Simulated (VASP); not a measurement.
# BiB2Sb3 (Cmmm) in VASP: single point with r2SCAN+rVV10

Aim: the single point of BiB2Sb3 with r2SCAN+rVV10.

Program: VASP 6.6.1. These are calculated values, not measurements. Logs are shortened: lines on timing, memory, paths and dates and some standing lists are left out, and cuts for length are marked.

### Step 1. The cell of the first run

Symmetry: Cmmm, No. 65, orthorhombic system. The conventional cell has a = 6.703 Å, b = 12.182 Å, c = 3.306 Å, α = 90.00°, β = 90.00°, γ = 90.00°. Within 4.1 Å of Bi (site symmetry mmm) lie 6 Sb at 3.09 to 3.74 Å and 2 Bi at 3.31 Å and 8 B at 3.85 Å. Within 3.1 Å of B (site symmetry 2/m) lie 4 Sb at 2.35 Å. Within 3.1 Å of Sb (site symmetry m2m) lie 4 B at 2.35 Å and 1 Bi at 3.09 Å. Within 4.3 Å of Sb (site symmetry mmm) lie 6 Sb at 3.31 to 3.43 Å and 4 B at 3.48 Å and 4 Bi at 3.74 Å.

### Step 2. Single point, r2SCAN+rVV10

Contents of POSCAR:

```
BiB2Sb3
1.0
    3.3515781233     -6.0910056470      0.0000000000
    3.3515781233      6.0910056470      0.0000000000
    0.0000000000      0.0000000000      3.3056222808
Bi B Sb
1 2 3
Direct
    0.0000000000      0.0000000000      0.0000000000
    0.5000000000      0.0000000000      0.5000000000
    0.0000000000      0.5000000000      0.5000000000
    0.7465394910      0.2534605090      0.0000000000
    0.2534605090      0.7465394910      0.0000000000
    0.5000000000      0.5000000000      0.5000000000
```

Contents of INCAR.step1:

```
  PREC = Accurate
  ENCUT = 520
  ISMEAR = -1
  SIGMA = 0.03
  LREAL = False
  LASPH = True
  NELM = 80
  NBANDS = 27
  GGA = PE
  ALGO = Normal
  EDIFF = 1E-4
  LWAVE = True
  LCHARG = False
```

Contents of INCAR.step2:

```
  PREC = Accurate
  ENCUT = 520
  EDIFF = 1E-6
  ISMEAR = -1
  SIGMA = 0.03
  LREAL = False
  LASPH = True
  NELM = 80
  ALGO = Normal
  ISIF = 2
  LWAVE = False
  LCHARG = False
  METAGGA = R2SCAN
  LMIXTAU = True
  LUSE_VDW = True
  IVDW_NL = 2
  BPARAM = 11.95
  CPARAM = 0.0093
  NBANDS = 27
  ISTART = 1
```

Contents of KPOINTS:

```
regular mesh
0
Gamma
  6 6 8
```

Potentials or basis: VASP PAW PBE potentials, release 64 (Bi_d, B, Sb).

Command:

```console
> cat potpaw_PBE.64/Bi_d/POTCAR potpaw_PBE.64/B/POTCAR potpaw_PBE.64/Sb/POTCAR > POTCAR
> cp INCAR.step1 INCAR
> mpirun -np 1 vasp_std > vasp.out
> cp INCAR.step2 INCAR
> mpirun -np 1 vasp_std > vasp.out
```

OUTCAR:

```text
PREC = Accurate
   ENCUT = 520
   EDIFF = 1E-6
   ISMEAR = -1
   LREAL = False
   LASPH = True
   NELM = 80
   ISIF = 2
   METAGGA = R2SCAN
   IVDW_NL = 2
   BPARAM = 11.95
   ISTART = 1

 ion  position               nearest neighbor table
   1  0.000  0.000  0.000-   4 3.09   5 3.09   6 3.74   6 3.74   6 3.74   6 3.74
   2  0.500  0.000  0.500-   4 2.35   5 2.35   4 2.35   5 2.35
   3  0.000  0.500  0.500-   4 2.35   5 2.35   4 2.35   5 2.35
   4  0.747  0.253  0.000-   2 2.35   3 2.35   2 2.35   3 2.35   1 3.09   5 3.35   5 3.35   6 3.43
                             6 3.43
   5  0.253  0.747  0.000-   2 2.35   3 2.35   2 2.35   3 2.35   1 3.09   4 3.35   4 3.35   6 3.43
                             6 3.43
   6  0.500  0.500  0.500-   4 3.43   5 3.43   4 3.43   5 3.43   1 3.74   1 3.74   1 3.74   1 3.74

  LATTYP: Found a base centered orthorhombic cell.
 ALAT       =     6.7031562466
 B/A-ratio  =     1.8173545187
 C/A-ratio  =     0.4931441487

  Lattice vectors:

 A1 = (   3.3515781233,  -6.0910056470,   0.0000000000)
 A2 = (   3.3515781233,   6.0910056470,   0.0000000000)
 A3 = (   0.0000000000,   0.0000000000,   3.3056222808)

Analysis of symmetry for initial positions (statically):
=====================================================================
 Subroutine PRICEL returns:
 Original cell was already a primitive cell.

 Routine SETGRP: Setting up the symmetry group for a
 base centered orthorhombic supercell.

 Subroutine GETGRP returns: Found  8 space group operations
 (whereof  8 operations were pure point group operations)
 out of a pool of  8 trial point group operations.

The static configuration has the point symmetry D_2h.

Analysis of symmetry for dynamics (positions and initial velocities):
=====================================================================
 Subroutine PRICEL returns:
 Original cell was already a primitive cell.

 Routine SETGRP: Setting up the symmetry group for a
 base centered orthorhombic supercell.

 Subroutine GETGRP returns: Found  8 space group operations
 (whereof  8 operations were pure point group operations)
 out of a pool of  8 trial point group operations.

The dynamic configuration has the point symmetry D_2h.

 Subroutine INISYM returns: Found  8 space group operations
 (whereof  8 operations are pure point group operations),
 and found     1 'primitive' translations

----------------------------------------------------------------------------------------

                                     Primitive cell

  volume of cell :     134.9651

  direct lattice vectors                    reciprocal lattice vectors
     3.351578123 -6.091005647  0.000000000     0.149183454 -0.082088251  0.000000000
     3.351578123  6.091005647  0.000000000     0.149183454  0.082088251  0.000000000
     0.000000000  0.000000000  3.305622281     0.000000000  0.000000000  0.302514902

  length of vectors
     6.952224515  6.952224515  3.305622281     0.170276786  0.170276786  0.302514902

  position of ions in fractional coordinates (direct lattice)
     0.000000000  0.000000000  0.000000000
     0.500000000  0.000000000  0.500000000
     0.000000000  0.500000000  0.500000000
     0.746539491  0.253460509  0.000000000
     0.253460509  0.746539491  0.000000000
     0.500000000  0.500000000  0.500000000

  ion indices of the primitive-cell ions
   primitive index   ion index
                 1           1
                 2           2
                 3           3
                 4           4
                 5           5
                 6           6

----------------------------------------------------------------------------------------

 KPOINTS: regular mesh

Automatic generation of k-mesh.
 Grid dimensions read from file:
 generate k-points for:    6    6    8

 Generating k-lattice:

  Cartesian coordinates                     Fractional coordinates (reciprocal lattice)
     0.024863909 -0.013681375  0.000000000     0.166666667  0.000000000  0.000000000
     0.024863909  0.013681375  0.000000000     0.000000000  0.166666667  0.000000000
     0.000000000  0.000000000  0.037814363     0.000000000  0.000000000  0.125000000

  Length of vectors
     0.028379464  0.028379464  0.037814363

  Shift w.r.t. Gamma in fractional coordinates (k-lattice)
     0.000000000  0.000000000  0.000000000

 Subroutine IBZKPT returns following result:
 ===========================================

 Found     65 irreducible k-points:

 Following reciprocal coordinates:
            Coordinates               Weight
  0.000000  0.000000  0.000000      1.000000
  0.166667  0.000000  0.000000      4.000000
  0.333333  0.000000  0.000000      4.000000
  0.500000  0.000000  0.000000      2.000000
  0.166667  0.166667  0.000000      2.000000
  0.333333  0.166667  0.000000      4.000000
[... 16 lines left out ...]
  0.333333  0.333333  0.125000      4.000000
  0.500000  0.333333  0.125000      8.000000
 [... further k-points ...]
   k-points           NKPTS =     65   k-points in BZ     NKDIM =     65   number of bands    NBANDS=     27
   number of dos      NEDOS =    301   number of ions     NIONS =      6
   total plane-waves  NPLWV =  81648
   dimension x,y,z NGX =    54 NGY =   54 NGZ =   28
   dimension x,y,z NGXF=   108 NGYF=  108 NGZF=   56
   ions per type =               1   2   3
   NGX,Y,Z   is equivalent  to a cutoff of  12.91, 12.91, 14.08 a.u.
   NGXF,Y,Z  is equivalent  to a cutoff of  25.83, 25.83, 28.16 a.u.
 SYSTEM =  unknown system
   PREC   = accura    normal or accurate (medium, high low for compatibility)
   ISTART =      1    job   : 0-new  1-cont  2-samecut
   ICHARG =      0    charge: 1-file 2-atom 10-const
   ISPIN  =      1    spin polarized calculation?
   LNONCOLLINEAR =      F non collinear calculations
   LSORBIT =      F    spin-orbit coupling
   LASPH  =      T    aspherical Exc in radial PAW
   ENCUT  =  520.0 eV  38.22 Ry    6.18 a.u.  12.93 12.93  6.15*2*pi/ulx,y,z
   NELM   =     80;   NELMIN=  2; NELMDL=  0     # of ELM steps
   EDIFF  = 0.1E-05   stopping-criterion for ELM
   LREAL  =      F    real-space projection
   EDIFFG = 0.1E-04   stopping-criterion for IOM
   NSW    =      0    number of steps for IOM
   IBRION =     -1    ionic relax: 0-MD 1-quasi-New 2-CG
   NFREE  =      0    steps in history (QN), initial steepest desc. (CG)
   ISIF   =      2    stress and relaxation
   ISYM   =      2    0-nonsym 1-usesym 2-fastsym
   POTIM  = 0.5000    time-step for ionic-motion
   TEBEG  =    0.0;   TEEND  =   0.0 temperature during run
   PSTRESS=    0.0 pullay stress
   NELECT =      36.0000    total number of electrons
   NUPDOWN=      -1.0000    fix difference up-down
   EMIN   =  10.00;   EMAX   =-10.00  energy-range for DOS
   EFERMI =   0.00;   METHOD = LEGACY
   ISMEAR =    -1;   SIGMA  =   0.03  broadening in eV -4-tet -1-fermi 0-gaus
   EFERMI_NEDOS =   21; number of points for ismear=-14 and -15
   IALGO  =     38    algorithm
   IMIX   =      4    mixing-type and parameters
     AMIX     =   0.40;   BMIX     =  1.00
     AMIX_MAG =   1.60;   BMIX_MAG =  1.00
  volume/ion in A,a.u.               =      22.49       151.80
  Fermi-wavevector in a.u.,A,eV,Ry     =   1.053825  1.991440 15.109909  1.110547
  Thomas-Fermi vector in A             =   2.188962
   LORBIT       =      0    0 simple, 1 ext, 2 COOP (PROOUT), +10 PAW based schemes
   METAGGA = R2SCAN    functional components
   LHFCALC =     F    Hartree Fock is set to
   AEXX    =    0.0000 exact exchange contribution
   IVDW_NL    =     2    kernel type
   BPARAM     =11.9500
   IVDW    =     0    specifies the selected vdW correction
   LEPSILON=     F    determine dielectric tensor
   LRPA    =     F    only Hartree local field effects (RPA)
 non-spin polarized calculation
  energy-cutoff  :      520.00
  volume of cell :      134.97
 maximum number of plane-waves:      3678
 NGX is ok and might be reduce to    54
   NGX = 25   NGY = 25   NGZ = 13

 number of electron      36.0000004 magnetization

 Free energy of the ion-electron system (eV)
  ---------------------------------------------------
  ext. energy  EPLUGINS =         0.00000000
  ---------------------------------------------------
  free energy    TOTEN  =      -143.38176946 eV

  energy without entropy =     -143.37331516  energy(sigma->0) =     -143.37754231

 E-fermi :   7.2370     XC(G=0): -10.6855

 val. band max:        7.2265490235   @ k =   0.0000   0.0000   0.3750
 cond. band min:       7.2417365523   @ k =   0.0000   0.0000   0.2500
 fundamental gap:      0.0151875288
 Fermi energy:         7.2369982052

 k-point     1 :       0.0000    0.0000    0.0000
  band No.  band energies     occupation
      1     -16.4604      2.00000
      2     -16.3513      2.00000
      3     -16.3264      2.00000
      4     -16.2668      2.00000
      5     -16.2602      2.00000
      6      -6.8785      2.00000
[... 19 lines left out ...]
     26      12.5614      0.00000
     27      12.6575      0.00000

 k-point     2 :       0.1667    0.0000    0.0000
  band No.  band energies     occupation
      1     -16.4604      2.00000
      2     -16.3512      2.00000
      3     -16.3264      2.00000
      4     -16.2668      2.00000
      5     -16.2602      2.00000
      6      -6.7720      2.00000
[... 19 lines left out ...]
     26      12.4815      0.00000
     27      12.9832      0.00000

 k-point     3 :       0.3333    0.0000    0.0000
  band No.  band energies     occupation
      1     -16.4604      2.00000
      2     -16.3511      2.00000
      3     -16.3264      2.00000
      4     -16.2668      2.00000
      5     -16.2602      2.00000
      6      -6.4582      2.00000
[... 594 lines left out ...]
      1     -16.4210      2.00000
      2     -16.3494      2.00000
      3     -16.3250      2.00000
      4     -16.2798      2.00000
      5     -16.2730      2.00000
      6      -5.8922      2.00000
[... 19 lines left out ...]
     26      13.0304      0.00000
     27      13.7703      0.00000

 k-point    24 :       0.5000    0.3333    0.1250
  band No.  band energies     occupation
      1     -16.4210      2.00000
      2     -16.3494      2.00000
      3     -16.3250      2.00000
      4     -16.2798      2.00000
      5     -16.2730      2.00000
      6      -6.2083      2.00000
[... 19 lines left out ...]
     26      13.6542      0.00000
     27      13.9827      0.00000

 [... further k-points ...]

------------------------ aborting loop because EDIFF is reached ----------------------------------------

  FORCE on cell =-STRESS in cart. coord.  units (eV):
  Direction    XX          YY          ZZ          XY          YZ          ZX
  --------------------------------------------------------------------------------------
  -------------------------------------------------------------------------------------
  Total       -1.5721401     -0.3711449      2.8409750     -0.0000000      0.0000000      0.0000000
  in kB      -18.6629486     -4.4058780     33.7253467     -0.0000000      0.0000000      0.0000000
  external PRESSURE =       3.5521734 kB  Pullay stress =       0.0000000 kB

 VOLUME and BASIS-vectors are now :
 -----------------------------------------------------------------------------
  energy-cutoff  :      520.00
  volume of cell :      134.97
      direct lattice vectors                 reciprocal lattice vectors
     3.351578123 -6.091005647  0.000000000     0.149183454 -0.082088251  0.000000000
     3.351578123  6.091005647  0.000000000     0.149183454  0.082088251  0.000000000
     0.000000000  0.000000000  3.305622281     0.000000000  0.000000000  0.302514902

 POSITION                                       TOTAL-FORCE (eV/Angst)
 -----------------------------------------------------------------------------------
      0.00000      0.00000      0.00000         0.000000     -0.000000      0.000000
      1.67579     -3.04550      1.65281         0.000000     -0.000000      0.000000
      1.67579      3.04550      1.65281        -0.000000     -0.000000      0.000000
      3.35158     -3.00335      0.00000        -0.000000      0.018943     -0.000000
      3.35158      3.00335      0.00000        -0.000000     -0.018943      0.000000
      3.35158      0.00000      1.65281        -0.000000     -0.000000      0.000000
 -----------------------------------------------------------------------------------
    total drift:                               -0.000000     -0.000000      0.000000

  FREE ENERGIE OF THE ION-ELECTRON SYSTEM (eV)
  ---------------------------------------------------
  free  energy   TOTEN  =      -143.3817694606 eV

  energy  without entropy=     -143.3733151556  energy(sigma->0) =     -143.37754231
```

It took 20 min on 1 thread of Intel Xeon Platinum 8259CL at 2.50GHz (Skylake/Cascade Lake), shared host; peak memory 0.75 GiB.

Results:

```
Free energy            : -143.3818 eV
Pressure               : 0.4 GPa
Largest force          : 0.019 eV/Å
Band gap on the k mesh : zero (bands 18 and 19 overlap by 2.66 eV)
```

Forces on the atoms (eV/Å):
```
Bi   0.000  0.000  0.000
B    0.000  0.000  0.000
B    0.000  0.000  0.000
Sb   0.000  0.019  0.000
Sb   0.000 -0.019  0.000
Sb   0.000  0.000  0.000
```

Levels at points of the mesh, in eV from the Fermi level:
| k point | band 14 | band 15 | band 16 | band 17 | band 18 | band 19 | band 20 | band 21 | band 22 | band 23 |
| --- | --- | --- | --- | --- | --- | --- | --- | --- | --- | --- |
| (0.00, 0.00, 0.00) | -1.86 | -0.32 | -0.23 | 0.84 | 0.91 | 1.39 | 2.22 | 2.95 | 3.26 | 3.57 |
| (0.50, 0.00, 0.00) | -1.53 | -1.25 | -0.82 | -0.81 | 0.98 | 1.06 | 2.95 | 3.16 | 3.46 | 3.71 |
| (0.50, 0.50, 0.00) | -2.12 | -1.93 | -1.80 | -0.88 | 1.22 | 1.39 | 2.63 | 2.78 | 3.40 | 4.51 |
| (0.00, 0.00, 0.50) | -3.95 | -3.33 | -3.19 | -2.03 | -1.30 | -0.58 | 1.18 | 1.91 | 2.32 | 2.80 |
| (0.50, 0.00, 0.50) | -2.69 | -2.42 | -2.37 | -2.26 | -1.43 | -0.96 | -0.49 | 0.17 | 0.86 | 1.32 |
| (0.50, 0.50, 0.50) | -3.59 | -3.19 | -1.87 | -0.22 | -0.16 | -0.11 | 0.29 | 0.56 | 0.62 | 1.19 |

Caveat: the stress differs along the axes, from -2 to 3 GPa; the PAW data sets were made with another functional, which shifts forces and pressure a little; spin-orbit coupling is left out, which moves the levels of the heavy elements.
